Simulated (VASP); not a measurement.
# ZrS (I4/mmm) in VASP: further runs, part 2 of 2

VASP 6.6.1. The steps go on from the part before.

**3. Single point, LDA (strain -0.0500 x Voigt [0, 1, 0, 0, 0, 0])**

INCAR

```
SYSTEM = ZrS
PREC = Accurate ; ENCUT = 520
EDIFF = 1E-6 ; ISMEAR = 0
SIGMA = 0.15 ; LREAL = .FALSE.
LASPH = .TRUE. ; NELM = 60
ALGO = Normal ; ISIF = 2
LWAVE = .FALSE. ; LCHARG = .FALSE.
NBANDS = 16
```

KPOINTS

```
regular mesh
0
G
  16 16 16
  0 0 0
```

POSCAR

```
ZrS
1.0
    0.0000000000      2.4937500000      2.6250000000
    2.6250000000      0.0000000000      2.6250000000
    2.6250000000      2.4937500000      0.0000000000
Zr S
1 1
Direct
    0.0000000000      0.0000000000      0.0000000000
    0.5000000000      0.5000000000      0.5000000000
```

Potentials or basis: VASP PAW LDA potentials, release 64 (Zr_sv, S).

Command:

```bash
$ cat potpaw_LDA.64/Zr_sv/POTCAR potpaw_LDA.64/S/POTCAR > POTCAR
$ mpirun -np 1 vasp_std > vasp.out
```

OUTCAR:

```text
SYSTEM = ZrS
   PREC = Accurate
   ENCUT = 520
   EDIFF = 1E-6
   ISMEAR = 0
   LREAL = .FALSE.
   LASPH = .TRUE.
   NELM = 60
   ISIF = 2

 ion  position               nearest neighbor table
   1  0.000  0.000  0.000-   2 2.49   2 2.49   2 2.62   2 2.62   2 2.62   2 2.62
   2  0.500  0.500  0.500-   1 2.49   1 2.49   1 2.62   1 2.62   1 2.62   1 2.62

  LATTYP: Found a body centered tetragonal cell.
 ALAT       =     3.7123106012
 C/A-ratio  =     1.3435028843

  Lattice vectors:

 A1 = (   0.0000000000,  -2.4937500000,   2.6250000000)
 A2 = (   0.0000000000,  -2.4937500000,  -2.6250000000)
 A3 = (   2.6250000000,   2.4937500000,   0.0000000000)

Analysis of symmetry for initial positions (statically):
=====================================================================
 Subroutine PRICEL returns:
 Original cell was already a primitive cell.

 Routine SETGRP: Setting up the symmetry group for a
 body centered tetragonal supercell.

 Subroutine GETGRP returns: Found 16 space group operations
 (whereof 16 operations were pure point group operations)
 out of a pool of 16 trial point group operations.

The static configuration has the point symmetry D_4h.

Analysis of symmetry for dynamics (positions and initial velocities):
[... 156 lines left out ...]

  energy without entropy =      -17.08961270  energy(sigma->0) =      -17.09677204

 E-fermi :  11.1571     XC(G=0): -11.7761

 val. band max:       11.1533871980   @ k =   0.3125   0.3125   0.0000
 cond. band min:      11.1586543153   @ k =  -0.4375   0.0000   0.1875
 fundamental gap:      0.0052671172
 Fermi energy:        11.1570772326

 k-point     1 :       0.0000    0.0000    0.0000
  band No.  band energies     occupation
      1     -38.4027      2.00000
      2     -16.5579      2.00000
      3     -16.5085      2.00000
      4     -16.5085      2.00000
      5      -4.8062      2.00000
      6       7.6228      2.00000
[... 433 lines left out ...]
      3     -16.5215      2.00000
      4     -16.5185      2.00000
      5      -4.6501      2.00000
      6       6.8038      2.00000
[... 8 lines left out ...]
     15      18.8923      0.00000
     16      23.0860      0.00000

 [... further k-points ...]
[... 5 lines left out ...]
  --------------------------------------------------------------------------------------
  -------------------------------------------------------------------------------------
  Total       -1.4806338      2.2858564     -1.4806338      0.0000000      0.0000000      0.0000000
  in kB      -69.0266379    106.5658375    -69.0266379      0.0000000      0.0000000      0.0000000
  external PRESSURE =     -10.4958128 kB  Pullay stress =       0.0000000 kB

 VOLUME and BASIS-vectors are now :
 -----------------------------------------------------------------------------
  energy-cutoff  :      520.00
  volume of cell :       34.37
      direct lattice vectors                 reciprocal lattice vectors
     0.000000000  2.493750000  2.625000000    -0.190476190  0.200501253  0.190476190
     2.625000000  0.000000000  2.625000000     0.190476190 -0.200501253  0.190476190
     2.625000000  2.493750000  0.000000000     0.190476190  0.200501253 -0.190476190

 POSITION                                       TOTAL-FORCE (eV/Angst)
 -----------------------------------------------------------------------------------
      0.00000      0.00000      0.00000         0.000000      0.000000     -0.000000
      2.62500      2.49375      2.62500        -0.000000      0.000000      0.000000
 -----------------------------------------------------------------------------------
    total drift:                                0.000000      0.000000      0.000000

  FREE ENERGIE OF THE ION-ELECTRON SYSTEM (eV)
  ---------------------------------------------------
  free  energy   TOTEN  =       -17.1039313789 eV

  energy  without entropy=      -17.0896126993  energy(sigma->0) =      -17.09677204
```

stdout:

```text
POSCAR found type information on POSCAR ZrS
 POSCAR found :  2 types and       2 ions
 scaLAPACK will be used
 LDA part: xc-table for (Slater(with rela. corr.)+CA(PZ))
 , standard interpolation
 POSCAR, INCAR and KPOINTS ok, starting setup
 FFT: planning ... GRIDC
 FFT: planning ... GRID_SOFT
 FFT: planning ... GRID
 WAVECAR not read
 entering main loop
```

Run time: 95 s. Hardware: 1 thread of AMD EPYC 9R45 (Zen 5), shared host; peak memory 0.26 GiB.

Results:

```
Free energy            : -17.1039 eV
Pressure               : -1.0 GPa
Band gap on the k mesh : zero (band 9 reaches 12.63 eV, above the bottom of band 10 at 9.52 eV)
```

Caveat: the cell differs from its parent crystal (strain -0.0500 x Voigt [0, 1, 0, 0, 0, 0]).

**4. Single point, LDA (strain +0.0750 x Voigt [0, 1, 0, 0, 0, 0])**

INCAR

```
SYSTEM = ZrS
  PREC = Accurate
  ENCUT = 520
  EDIFF = 1E-7
  ISMEAR = 0
  SIGMA = 0.15
  LREAL = .False.
  LASPH = .True.
  NELM = 80
  ALGO = Normal
  ISIF = 2
  LWAVE = .False.
  LCHARG = .False.
  GGA = CA
  NBANDS = 16
```

KPOINTS

```
regular mesh
0
Gamma
  16 16 16
  0 0 0
```

POSCAR

```
ZrS
1.0
    0.0000000000      2.8218750000      2.6250000000
    2.6250000000      0.0000000000      2.6250000000
    2.6250000000      2.8218750000      0.0000000000
Zr S
1 1
Direct
    0.0000000000      0.0000000000      0.0000000000
    0.5000000000      0.5000000000      0.5000000000
```

Command:

```bash
$ cat potpaw_LDA.64/Zr_sv/POTCAR potpaw_LDA.64/S/POTCAR > POTCAR
$ mpirun -np 1 vasp_std > vasp.out
```

Wall time 1.9 min (1 thread of AMD EPYC 9R45 (Zen 5), shared host); peak memory 0.28 GiB.

Results (log left out):

```
Free energy            : -16.8381 eV
Pressure               : -14.3 GPa
Band gap on the k mesh : zero (band 9 reaches 10.84 eV, above the bottom of band 10 at 8.55 eV)
```

Stress tensor (GPa, compression positive):
```
-11.48   0.00   0.00
  0.00 -20.04   0.00
  0.00   0.00 -11.48
```

Levels at points of the mesh, in eV from the Fermi level:
```csv
k point,band 6,band 7,band 8,band 9,band 10,band 11,band 12,band 13
"(0.00, 0.00, 0.00)",-3.48,-3.39,-3.39,-1.63,-0.95,-0.95,-0.93,-0.48
"(0.50, 0.00, 0.00)",-7.60,-5.69,-5.62,1.23,1.42,1.63,1.87,4.33
"(0.50, 0.50, 0.00)",-5.89,-4.44,-4.36,-3.05,0.51,1.80,2.32,2.53
"(0.50, 0.00, 0.50)",-6.22,-4.13,-4.13,-3.13,0.29,2.09,2.09,2.47
```

Caveat: the cell differs from its parent crystal (strain +0.0750 x Voigt [0, 1, 0, 0, 0, 0]).

**5. Single point, LDA (strain +0.1000 x Voigt [0, 1, 0, 0, 0, 0])**

INCAR

```
  ALGO = Normal
  EDIFF = 1E-6
  ENCUT = 520
  ISIF = 2
  ISMEAR = 0
  LASPH = True
  LCHARG = False
  LREAL = False
  LWAVE = False
  NBANDS = 16
  NELM = 100
  PREC = Accurate
  SIGMA = 0.15
```

KPOINTS

```
k-points
0
Gamma
  16 16 16
```

POSCAR

```
ZrS
1.0
    0.0000000000      2.8875000000      2.6250000000
    2.6250000000      0.0000000000      2.6250000000
    2.6250000000      2.8875000000      0.0000000000
Zr S
1 1
Direct
    0.0000000000      0.0000000000      0.0000000000
    0.5000000000      0.5000000000      0.5000000000
```

Potentials or basis: VASP PAW LDA potentials, release 64 (Zr_sv, S).

Command:

```bash
$ cat potpaw_LDA.64/Zr_sv/POTCAR potpaw_LDA.64/S/POTCAR > POTCAR
$ mpirun -np 1 vasp_std > vasp.out
```

OUTCAR:

```text
EDIFF = 1E-6
   ENCUT = 520
   ISIF = 2
   ISMEAR = 0
   LASPH = True
   LREAL = False
   NELM = 100
   PREC = Accurate

 ion  position               nearest neighbor table
   1  0.000  0.000  0.000-   2 2.62   2 2.62   2 2.62   2 2.62   2 2.89   2 2.89
   2  0.500  0.500  0.500-   1 2.62   1 2.62   1 2.62   1 2.62   1 2.89   1 2.89

  LATTYP: Found a body centered tetragonal cell.
 ALAT       =     3.7123106012
 C/A-ratio  =     1.5556349186

  Lattice vectors:

 A1 = (   0.0000000000,  -2.8875000000,   2.6250000000)
 A2 = (   0.0000000000,  -2.8875000000,  -2.6250000000)
[... 626 lines left out ...]
      4     -18.6183      2.00000
      5      -5.8648      2.00000
      6       5.2074      2.00000
[... 8 lines left out ...]
     15      16.9589      0.00000
     16      19.5656      0.00000

 [... further k-points ...]
[... 5 lines left out ...]
  --------------------------------------------------------------------------------------
  -------------------------------------------------------------------------------------
  Total       -3.0389109     -5.2214404     -3.0389109      0.0000000     -0.0000000      0.0000000
  in kB     -122.3539369   -210.2278782   -122.3539369      0.0000000     -0.0000000      0.0000000
  external PRESSURE =    -151.6452507 kB  Pullay stress =       0.0000000 kB

 VOLUME and BASIS-vectors are now :
 -----------------------------------------------------------------------------
  energy-cutoff  :      520.00
  volume of cell :       39.79
      direct lattice vectors                 reciprocal lattice vectors
     0.000000000  2.887500000  2.625000000    -0.190476190  0.173160173  0.190476190
     2.625000000  0.000000000  2.625000000     0.190476190 -0.173160173  0.190476190
     2.625000000  2.887500000  0.000000000     0.190476190  0.173160173 -0.190476190

 POSITION                                       TOTAL-FORCE (eV/Angst)
 -----------------------------------------------------------------------------------
      0.00000      0.00000      0.00000         0.000000      0.000000      0.000000
      2.62500      2.88750      2.62500         0.000000     -0.000000      0.000000
 -----------------------------------------------------------------------------------
    total drift:                               -0.000000      0.000000      0.000000

  FREE ENERGIE OF THE ION-ELECTRON SYSTEM (eV)
  ---------------------------------------------------
  free  energy   TOTEN  =       -16.7221733959 eV

  energy  without entropy=      -16.7039692820  energy(sigma->0) =      -16.71307134
```

stdout:

```text
POSCAR found type information on POSCAR ZrS
 POSCAR found :  2 types and       2 ions
 scaLAPACK will be used
 LDA part: xc-table for (Slater(with rela. corr.)+CA(PZ))
 , standard interpolation
 POSCAR, INCAR and KPOINTS ok, starting setup
 FFT: planning ... GRIDC
 FFT: planning ... GRID_SOFT
 FFT: planning ... GRID
 WAVECAR not read
 entering main loop
```

It took 1.8 min on 1 thread of AMD EPYC 9R45 (Zen 5), shared host; peak memory 0.29 GiB.

What came out:

- Free energy: -16.7222 eV
- Pressure: -15.2 GPa
- Band gap on the k mesh: zero (band 9 reaches 10.51 eV, above the bottom of band 10 at 8.27 eV)

Caveat: the cell differs from its parent crystal (strain +0.1000 x Voigt [0, 1, 0, 0, 0, 0]).

**6. Summary**

| cell | gap on the mesh (eV) | pressure (GPa) |
| --- | --- | --- |
| a = 3.532, b = 3.712 Å, angles 58.3, 63.4, 58.3°, 2 atoms | none | 12.2 |
| a = 3.621, b = 3.712 Å, angles 59.2, 61.7, 59.2°, 2 atoms | none | -1.0 |
| a = 3.854, b = 3.712 Å, angles 61.2, 57.6, 61.2°, 2 atoms | none | -14.3 |
| a = 3.902, b = 3.712 Å, angles 61.6, 56.8, 61.6°, 2 atoms | none | -15.2 |

Alike in all rows: task single point; level LDA; potentials or basis VASP PAW LDA potentials, release 64 (Zr_sv, S); no spin polarisation; k mesh 16 × 16 × 16; cutoff (eV) 520; smearing gaussian 0.15 eV.

Total energies depend on the potentials used, so only differences within one code and one set of settings carry meaning.
